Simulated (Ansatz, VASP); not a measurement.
## Two plane-wave programs on Bi2Se3

```xyz
5
Lattice="2.0718 1.1962 9.4929 -2.0718 1.1962 9.4929 0.0000 -2.3923 9.4929" Properties=species:S:1:pos:R:3 pbc="T T T"
Bi    0.0000    0.0000   11.4151
Bi    0.0000    0.0000   17.0635
Se    0.0000    0.0000    0.0000
Se    0.0000    0.0000    5.9983
Se    0.0000    0.0000   22.4803
```

Alike in both runs: functional PBE; dispersion D3(BJ); k mesh 12 × 12 × 12; occupations gaussian, width 0.01 eV; no spin polarisation.

Ansatz relaxed the structure, and its values are those at the end. VASP's run is a single point on that final structure, the one shown.

```csv
,VASP,Ansatz
version,VASP 6.6.1,Ansatz 0.2.0
potentials or method,"VASP PAW PBE potentials, release 64 (Bi_d, Se), cutoff 520 eV","scalar-relativistic, plane waves, PAW"
valence electrons in the cell,48,78
```

|  | VASP | Ansatz | Ansatz less VASP |
| --- | --- | --- | --- |
| gap on the k mesh at the Fermi level (eV) | 0.16 | 0.17 | +0.002 |
| least direct gap on the mesh (eV) | 0.16 | 0.17 | +0.002 |
| pressure (GPa) | 0.0 | 0.0 | -0.02 |
| rms of the force components (eV/Å) | 0.007 | 0.001 | -0.0054 |

VASP's potentials hold 48 valence electrons a cell and Ansatz's 78, so a difference there can come from the potentials and not from the codes.

Neither program's run includes spin-orbit coupling.
